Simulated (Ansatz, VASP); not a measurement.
Se: VASP beside Ansatz

```xyz
1
Lattice="-1.6176 1.6176 1.6176 1.6176 -1.6176 1.6176 1.6176 1.6176 -1.6176" Properties=species:S:1:pos:R:3 pbc="T T T"
Se    0.0000    0.0000    0.0000
```

Alike in both runs: task single point; functional PBEsol; k mesh 15 × 15 × 15; occupations fermi-dirac, width 0.1 eV; no spin polarisation.

|  | VASP | Ansatz |
| --- | --- | --- |
| version | VASP 6.6.1 | Ansatz 0.2.0 |
| potentials or method | VASP PAW PBE potentials, release 64 (Se), cutoff 520 eV | plane waves (420 eV) with PAW, scalar-relativistic |
| valence electrons in the cell | 6 | 16 |

```csv
,VASP,Ansatz,Ansatz less VASP
pressure (GPa),15.2,15.0,-0.23
```

VASP's potentials were made for PBE, not for PBEsol, and Ansatz warns of the same on its side. With one functional, cell and mesh, what is left measures potentials, basis and numerics. VASP's potentials hold 6 valence electrons a cell and Ansatz's 16, so a difference there can come from the potentials and not from the codes.
